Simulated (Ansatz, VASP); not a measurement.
Re in VASP and in Ansatz

```
Re
1.0
     2.76639    0.00000    0.00000
    -1.38319    2.39576    0.00000
     0.00000    0.00000    8.93885
Re
4
Direct
  0.66667 0.33333 0.75000
  0.00000 0.00000 0.50000
  0.33333 0.66667 0.25000
  0.00000 0.00000 0.00000
```

Alike in both runs: task relaxation of cell and atoms; functional PBEsol; k mesh 8 × 8 × 3; occupations fermi-dirac, width 0.05 eV; no spin polarisation.

|  | VASP | Ansatz |
| --- | --- | --- |
| version | VASP 6.6.1 | Ansatz 0.2.0 |
| potentials or method | VASP PAW PBE potentials, release 64 (Re) | Ansatz PAW |
| plane-wave cutoff (eV) | 600 | 420 |
| valence electrons in the cell | 28 | 60 |

|  | VASP | Ansatz | Ansatz less VASP |
| --- | --- | --- | --- |
| gap on the k mesh at the Fermi level, each at its own relaxed structure (eV) | none | none | - |
| relaxed volume (Å³/atom) | 14.56 | 14.56 | -0.002 |
| relaxed length of the cell vector where the two differ most in proportion (Å) | 2.753 | 2.753 | -0.0002 |

VASP's potentials were made for PBE, not for PBEsol. A gap of «none» marks a metal or a gap that the smearing closes. VASP's potentials hold 28 valence electrons a cell and Ansatz's 60, so a difference there can come from the potentials and not from the codes.

Neither program's run includes spin-orbit coupling. Noted on Ansatz's run: the plane-wave basis is chosen anew once the cell has moved, so the energies of steps on either side of that aren't comparable.
